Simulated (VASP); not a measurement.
# AlN (P6_3mc) in VASP: further runs, part 2 of 2

VASP 6.6.1.

## Step 3: Single point, PBE (strain +0.025 along x and y, -0.025 along z)

Input file INCAR:

```
PREC = Accurate
ENCUT = 520
EDIFF = 1E-6
ISMEAR = 0
SIGMA = 0.05
LREAL = F
LASPH = T
NELM = 80
ALGO = Normal
ISIF = 2
LWAVE = F
LCHARG = T
GGA = PE
LELF = T
LVHAR = T
NBANDS = 16
```

Input file KPOINTS:

```
Automatic mesh
0
Gamma
  9 9 6
```

Input file POSCAR:

```
AlN
1.0
    3.1887772054      0.0000000000      0.0000000000
   -1.5943886027      2.7615620669      0.0000000000
    0.0000000000      0.0000000000      4.8535500000
Al N
2 2
Direct
    0.3333333333      0.6666666667      0.0000000000
    0.6666666667      0.3333333333      0.5000000000
    0.3333333333      0.6666666667      0.3850000000
    0.6666666667      0.3333333333      0.8850000000
```

Potentials or basis: VASP PAW PBE potentials, release 64 (Al, N).

Run with:

```
$ cat potpaw_PBE.64/Al/POTCAR potpaw_PBE.64/N/POTCAR > POTCAR
$ mpirun -np 1 vasp_std > vasp.out
```

OUTCAR:

```text
PREC = Accurate
   ENCUT = 520
   EDIFF = 1E-6
   ISMEAR = 0
   LREAL = F
   LASPH = T
   NELM = 80
   ISIF = 2
   GGA = PE

 ion  position               nearest neighbor table
   1  0.333  0.667  0.000-   3 1.87   4 1.92   4 1.92   4 1.92   2 3.05   2 3.05   2 3.05   2 3.05
                             2 3.05   2 3.05
   2  0.667  0.333  0.500-   4 1.87   3 1.92   3 1.92   3 1.92   1 3.05   1 3.05   1 3.05   1 3.05
                             1 3.05   1 3.05
   3  0.333  0.667  0.385-   1 1.87   2 1.92   2 1.92   2 1.92
   4  0.667  0.333  0.885-   2 1.87   1 1.92   1 1.92   1 1.92

  LATTYP: Found a hexagonal cell.
 ALAT       =     3.1887772054
 C/A-ratio  =     1.5220724708

  Lattice vectors:

 A1 = (   3.1887772054,   0.0000000000,   0.0000000000)
 A2 = (  -1.5943886027,   2.7615620669,   0.0000000000)
 A3 = (   0.0000000000,   0.0000000000,   4.8535500000)

Analysis of symmetry for initial positions (statically):
=====================================================================
 Subroutine PRICEL returns:
 Original cell was already a primitive cell.

 Routine SETGRP: Setting up the symmetry group for a
 hexagonal supercell.

 Subroutine GETGRP returns: Found 12 space group operations
 (whereof  6 operations were pure point group operations)
 out of a pool of 24 trial point group operations.

The static configuration has the point symmetry C_3v.
 The point group associated with its full space group is C_6v.

Analysis of symmetry for dynamics (positions and initial velocities):
=====================================================================
 Subroutine PRICEL returns:
 Original cell was already a primitive cell.

 Routine SETGRP: Setting up the symmetry group for a
 hexagonal supercell.

 Subroutine GETGRP returns: Found 12 space group operations
 (whereof  6 operations were pure point group operations)
 out of a pool of 24 trial point group operations.

The dynamic configuration has the point symmetry C_3v.
 The point group associated with its full space group is C_6v.

 Subroutine INISYM returns: Found 12 space group operations
 (whereof  6 operations are pure point group operations),
 and found     1 'primitive' translations

----------------------------------------------------------------------------------------

                                     Primitive cell

  volume of cell :      42.7404

  direct lattice vectors                    reciprocal lattice vectors
     3.188777205  0.000000000  0.000000000     0.313599833  0.181056948  0.000000000
    -1.594388603  2.761562067  0.000000000     0.000000000  0.362113896  0.000000000
     0.000000000  0.000000000  4.853550000     0.000000000  0.000000000  0.206034758

  length of vectors
     3.188777205  3.188777205  4.853550000     0.362113896  0.362113896  0.206034758

  position of ions in fractional coordinates (direct lattice)
     0.333333333  0.666666667  0.000000000
     0.666666667  0.333333333  0.500000000
     0.333333333  0.666666667  0.385000000
     0.666666667  0.333333333  0.885000000

  ion indices of the primitive-cell ions
   primitive index   ion index
                 1           1
                 2           2
                 3           3
                 4           4

----------------------------------------------------------------------------------------

 KPOINTS: Automatic mesh

Automatic generation of k-mesh.
 Grid dimensions read from file:
 generate k-points for:    9    9    6

 Generating k-lattice:

  Cartesian coordinates                     Fractional coordinates (reciprocal lattice)
     0.034844426  0.020117439  0.000000000     0.111111111  0.000000000  0.000000000
     0.000000000  0.040234877  0.000000000     0.000000000  0.111111111  0.000000000
     0.000000000  0.000000000  0.034339126     0.000000000  0.000000000  0.166666667

  Length of vectors
     0.040234877  0.040234877  0.034339126

  Shift w.r.t. Gamma in fractional coordinates (k-lattice)
     0.000000000  0.000000000  0.000000000

 Subroutine IBZKPT returns following result:
 ===========================================

 Found     48 irreducible k-points:

 Following reciprocal coordinates:
            Coordinates               Weight
  0.000000  0.000000  0.000000      1.000000
  0.111111  0.000000  0.000000      6.000000
  0.222222  0.000000  0.000000      6.000000
  0.333333  0.000000  0.000000      6.000000
  0.444444  0.000000  0.000000      6.000000
  0.111111  0.111111  0.000000      6.000000
[... 16 lines left out ...]
  0.333333  0.222222  0.166667     24.000000
  0.333333  0.333333  0.166667      4.000000
 [... further k-points ...]
   k-points           NKPTS =     48   k-points in BZ     NKDIM =     48   number of bands    NBANDS=     16
   number of dos      NEDOS =    301   number of ions     NIONS =      4
   total plane-waves  NPLWV =  20736
   dimension x,y,z NGX =    24 NGY =   24 NGZ =   36
   dimension x,y,z NGXF=    48 NGYF=   48 NGZF=   72
   ions per type =               2   2
   NGX,Y,Z   is equivalent  to a cutoff of  12.51, 12.51, 12.33 a.u.
   NGXF,Y,Z  is equivalent  to a cutoff of  25.02, 25.02, 24.66 a.u.
 SYSTEM =  unknown system
   PREC   = accura    normal or accurate (medium, high low for compatibility)
   ISTART =      0    job   : 0-new  1-cont  2-samecut
   ICHARG =      2    charge: 1-file 2-atom 10-const
   ISPIN  =      1    spin polarized calculation?
   LNONCOLLINEAR =      F non collinear calculations
   LSORBIT =      F    spin-orbit coupling
   LASPH  =      T    aspherical Exc in radial PAW
   ENCUT  =  520.0 eV  38.22 Ry    6.18 a.u.   5.93  5.93  9.02*2*pi/ulx,y,z
   NELM   =     80;   NELMIN=  2; NELMDL= -5     # of ELM steps
   EDIFF  = 0.1E-05   stopping-criterion for ELM
   LREAL  =      F    real-space projection
   EDIFFG = 0.1E-04   stopping-criterion for IOM
   NSW    =      0    number of steps for IOM
   IBRION =     -1    ionic relax: 0-MD 1-quasi-New 2-CG
   NFREE  =      0    steps in history (QN), initial steepest desc. (CG)
   ISIF   =      2    stress and relaxation
   ISYM   =      2    0-nonsym 1-usesym 2-fastsym
   POTIM  = 0.5000    time-step for ionic-motion
   TEBEG  =    0.0;   TEEND  =   0.0 temperature during run
   PSTRESS=    0.0 pullay stress
   NELECT =      16.0000    total number of electrons
   NUPDOWN=      -1.0000    fix difference up-down
   EMIN   =  10.00;   EMAX   =-10.00  energy-range for DOS
   EFERMI =   0.00;   METHOD = LEGACY
   ISMEAR =     0;   SIGMA  =   0.05  broadening in eV -4-tet -1-fermi 0-gaus
   EFERMI_NEDOS =   21; number of points for ismear=-14 and -15
   IALGO  =     38    algorithm
   IMIX   =      4    mixing-type and parameters
     AMIX     =   0.40;   BMIX     =  1.00
     AMIX_MAG =   1.60;   BMIX_MAG =  1.00
  volume/ion in A,a.u.               =      10.69        72.11
  Fermi-wavevector in a.u.,A,eV,Ry     =   1.179873  2.229637 18.940680  1.392101
  Thomas-Fermi vector in A             =   2.316176
   LORBIT       =      0    0 simple, 1 ext, 2 COOP (PROOUT), +10 PAW based schemes
   GGA     = PE    functional components
   LHFCALC =     F    Hartree Fock is set to
   AEXX    =    0.0000 exact exchange contribution
   IVDW    =     0    specifies the selected vdW correction
   LEPSILON=     F    determine dielectric tensor
   LRPA    =     F    only Hartree local field effects (RPA)
 non-spin polarized calculation
 Gauss-broadening in eV      SIGMA  =   0.05
  energy-cutoff  :      520.00
  volume of cell :       42.74
 maximum number of plane-waves:      1170
 NGX is ok and might be reduce to    24
   NGX = 11   NGY = 11   NGZ = 19

 number of electron      16.0000003 magnetization

 Free energy of the ion-electron system (eV)
  ---------------------------------------------------
  ext. energy  EPLUGINS =         0.00000000
  ---------------------------------------------------
  free energy    TOTEN  =       -29.70532004 eV

  energy without entropy =      -29.70532004  energy(sigma->0) =      -29.70532004

 E-fermi :   6.4086     XC(G=0): -10.8085

 val. band max:        6.1253067564   @ k =   0.0000   0.0000   0.0000
 cond. band min:       9.9492006969   @ k =   0.0000   0.0000   0.0000
 fundamental gap:      3.8238939405
 Fermi energy:         6.4086073357

 k-point     1 :       0.0000    0.0000    0.0000
  band No.  band energies     occupation
      1      -9.1210      2.00000
      2      -6.8314      2.00000
      3       0.2019      2.00000
      4       4.8723      2.00000
      5       4.8723      2.00000
      6       5.6682      2.00000
[... 433 lines left out ...]
      3       1.2752      2.00000
      4       1.7749      2.00000
      5       1.7749      2.00000
      6       3.4790      2.00000
[... 8 lines left out ...]
     15      18.7042      0.00000
     16      20.4172      0.00000

 [... further k-points ...]
[... 5 lines left out ...]
  --------------------------------------------------------------------------------------
  -------------------------------------------------------------------------------------
  Total       -1.8579797     -1.8579797      2.7983886      0.0000000     -0.0000000      0.0000000
  in kB      -69.6487049    -69.6487049    104.9011176      0.0000000     -0.0000000      0.0000000
  external PRESSURE =     -11.4654307 kB  Pullay stress =       0.0000000 kB

 VOLUME and BASIS-vectors are now :
 -----------------------------------------------------------------------------
  energy-cutoff  :      520.00
  volume of cell :       42.74
      direct lattice vectors                 reciprocal lattice vectors
     3.188777205  0.000000000  0.000000000     0.313599833  0.181056948  0.000000000
    -1.594388603  2.761562067  0.000000000     0.000000000  0.362113896  0.000000000
     0.000000000  0.000000000  4.853550000     0.000000000  0.000000000  0.206034758

 POSITION                                       TOTAL-FORCE (eV/Angst)
 -----------------------------------------------------------------------------------
     -0.00000      1.84104      0.00000         0.000000     -0.000000     -0.434294
      1.59439      0.92052      2.42678        -0.000000      0.000000     -0.434294
     -0.00000      1.84104      1.86862        -0.000000      0.000000      0.434294
      1.59439      0.92052      4.29539         0.000000     -0.000000      0.434294
 -----------------------------------------------------------------------------------
    total drift:                               -0.000000      0.000000      0.001078

  FREE ENERGIE OF THE ION-ELECTRON SYSTEM (eV)
  ---------------------------------------------------
  free  energy   TOTEN  =       -29.7053200400 eV

  energy  without entropy=      -29.7053200400  energy(sigma->0) =      -29.70532004
```

OSZICAR:

```text
N       E                     dE             d eps       ncg     rms          rms(c)
DAV:   1     0.416864992971E+02    0.41686E+02   -0.71738E+03  1544   0.888E+02
DAV:   2    -0.308808392548E+02   -0.72567E+02   -0.66957E+02  2192   0.188E+02
DAV:   3    -0.343638277657E+02   -0.34830E+01   -0.34724E+01  1920   0.424E+01
DAV:   4    -0.343852430995E+02   -0.21415E-01   -0.21414E-01  1872   0.376E+00
DAV:   5    -0.343855318863E+02   -0.28879E-03   -0.28879E-03  1920   0.441E-01    0.120E+01
DAV:   6    -0.296940471892E+02    0.46915E+01   -0.10579E+01  1864   0.236E+01    0.410E+00
DAV:   7    -0.297181700538E+02   -0.24123E-01   -0.65766E-01  1608   0.574E+00    0.291E+00
DAV:   8    -0.297103273750E+02    0.78427E-02   -0.66592E-02  1736   0.236E+00    0.654E-01
DAV:   9    -0.297047556323E+02    0.55717E-02   -0.12976E-02  1968   0.857E-01    0.258E-01
DAV:  10    -0.297054125025E+02   -0.65687E-03   -0.25416E-03  1648   0.321E-01    0.142E-01
DAV:  11    -0.297053154530E+02    0.97050E-04   -0.23040E-04  1744   0.119E-01    0.301E-02
DAV:  12    -0.297053202160E+02   -0.47630E-05   -0.13343E-05  1768   0.291E-02    0.997E-03
DAV:  13    -0.297053200400E+02    0.17601E-06   -0.48726E-06  1688   0.174E-02
   1 F= -.29705320E+02 E0= -.29705320E+02  d E =-.662681E-18
```

Run time: 43 s. Hardware: 1 thread of AMD EPYC 7R13 (Zen 3), shared host; peak memory 0.13 GiB.

Results:

```yaml
Free_energy: -29.7053 eV
Pressure: -1.1 GPa
Largest_force: 0.434 eV/Å
Band_gap_on_the_k_mesh: 3.82 eV, direct
```

Forces on the atoms (eV/Å):
```
Al   0.000  0.000 -0.434
Al   0.000  0.000 -0.434
N    0.000  0.000  0.434
N    0.000  0.000  0.434
```

Levels at points of the mesh, in eV from the valence-band top:
| k point | band 5 | band 6 | band 7 | band 8 | band 9 | band 10 | band 11 | band 12 |
| --- | --- | --- | --- | --- | --- | --- | --- | --- |
| (0.00, 0.00, 0.00) | -1.25 | -0.46 | -0.46 | 0.00 | 3.82 | 5.82 | 10.34 | 10.34 |
| (0.00, 0.00, 0.50) | -0.87 | -0.87 | -0.87 | -0.87 | 5.91 | 5.91 | 10.17 | 10.17 |

Caveat: the cell differs from its parent crystal (strain +0.025 along x and y, -0.025 along z). A k mesh can miss the band edges.

## Step 4: Single point, PBE (strain +0.000 along x and y, +0.050 along z)

Input file INCAR:

```
PREC     = Accurate       # precision mode
ENCUT    = 520            # plane-wave cutoff, eV
EDIFF    = 1E-7           # SCF threshold, eV
ISMEAR   = 0              # smearing method
SIGMA    = 0.05           # smearing width, eV
LREAL    = F              # projectors in reciprocal space
LASPH    = T              # aspherical terms in the spheres
NELM     = 80             # most SCF steps
ALGO     = Normal         # electronic algorithm
ISIF     = 2              # what is computed and relaxed
LWAVE    = F              # write WAVECAR
LCHARG   = F              # write CHGCAR
GGA      = PE             # functional
NBANDS   = 16             # bands
```

KPOINTS is that of step 3.

Input file POSCAR:

```
AlN
1.0
    3.1110021516      0.0000000000      0.0000000000
   -1.5555010758      2.6942068945      0.0000000000
    0.0000000000      0.0000000000      5.2269000000
Al N
2 2
Direct
    0.3333333333      0.6666666667      0.0000000000
    0.6666666667      0.3333333333      0.5000000000
    0.3333333333      0.6666666667      0.3850000000
    0.6666666667      0.3333333333      0.8850000000
```

Run with:

```
$ cat potpaw_PBE.64/Al/POTCAR potpaw_PBE.64/N/POTCAR > POTCAR
$ mpirun -np 1 vasp_std > vasp.out
```

Run time: 62 s. Hardware: 1 thread of AMD EPYC 7R13 (Zen 3), shared host; peak memory 0.13 GiB.

The run converged. Its results:

```
Free energy            : -29.6772 eV
Pressure               : -4.3 GPa
Largest force          : 0.494 eV/Å
Band gap on the k mesh : 3.81 eV, direct
```

Forces on the atoms (eV/Å):
```
Al   0.000  0.000  0.494
Al   0.000  0.000  0.494
N    0.000  0.000 -0.494
N    0.000  0.000 -0.494
```

Stress tensor (GPa, compression positive):
```
  1.30   0.00   0.00
  0.00   1.30   0.00
  0.00   0.00 -15.51
```

Levels at points of the mesh, in eV from the valence-band top:
```
           k point  band 4  band 5  band 6  band 7  band 8  band 9  band 10  band 11  band 12  band 13
(0.00, 0.00, 0.00)   -0.58   -0.58   -0.07   -0.07    0.00    3.81     6.82    10.12    11.35    11.35
(0.00, 0.00, 0.50)   -3.31   -0.33   -0.33   -0.33   -0.33    6.34     6.34     9.85     9.85    11.66
```

Caveat: the cell differs from its parent crystal (strain +0.000 along x and y, +0.050 along z).

## Step 5: The runs side by side

| cell | gap on the mesh (eV) | pressure (GPa) | largest force (eV/Å) |
| --- | --- | --- | --- |
| a = 3.111, b = 3.111, c = 5.102 Å, angles 90.0, 90.0, 120.0°, 4 atoms | 4.00 | -0.6 | 0.40 |
| a = 3.189, b = 3.189, c = 4.854 Å, angles 90.0, 90.0, 120.0°, 4 atoms | 3.82 | -1.1 | 0.43 |
| a = 3.111, b = 3.111, c = 5.227 Å, angles 90.0, 90.0, 120.0°, 4 atoms | 3.81 | -4.3 | 0.49 |

Alike in all rows: task single point; level PBE; potentials or basis VASP PAW PBE potentials, release 64 (Al, N); no spin polarisation; k mesh 9 × 9 × 6; cutoff (eV) 520; smearing gaussian 0.05 eV.

Absolute energies hang on the potentials; compare differences alone.
